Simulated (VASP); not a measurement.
A run of VASP 6.6.1 is set up as follows.

File INCAR:

```
  ALGO = Normal
  EDIFF = 1E-6
  ENCUT = 520
  GGA = PS
  ISIF = 2
  ISMEAR = -1
  LASPH = T
  LCHARG = T
  LELF = T
  LREAL = F
  LVHAR = T
  LWAVE = F
  NBANDS = 34
  NELM = 80
  PREC = Accurate
  SIGMA = 0.1
```

KPOINTS

```
k-points
0
Gamma
  16 16 4
```

Contents of POSCAR:

```
V
1.0
    2.5885824678      0.0000000000      0.0000000000
   -1.2942912339      2.2417781769      0.0000000000
    0.0000000000      0.0000000000      9.1988131643
V
4
Direct
    0.0000000000      1.0000000000      1.0000000000
    0.0000000000      1.0000000000      0.5000000000
    0.3333333333      0.6666666667      0.2500000000
    0.6666666667      0.3333333333      0.7500000000
```

Potentials or basis: VASP PAW PBE potentials, release 64 (V_sv).

Launch:

```bash
$ cat potpaw_PBE.64/V_sv/POTCAR > POTCAR
$ mpirun -np 1 vasp_std > vasp.out
```

**Question.** What does it give for the pressure?

**Answer.** 0.2 GPa.

**Question.** What does it give for the band gap on the k mesh?

**Answer.** Zero (bands 26 and 27 overlap by 1.05 eV).

Stress tensor (GPa, compression positive):
```
0.26 0.00 0.00
0.00 0.26 0.00
0.00 0.00 0.10
```

Caveat: the PAW data sets were made with another functional, which shifts forces and pressure a little.
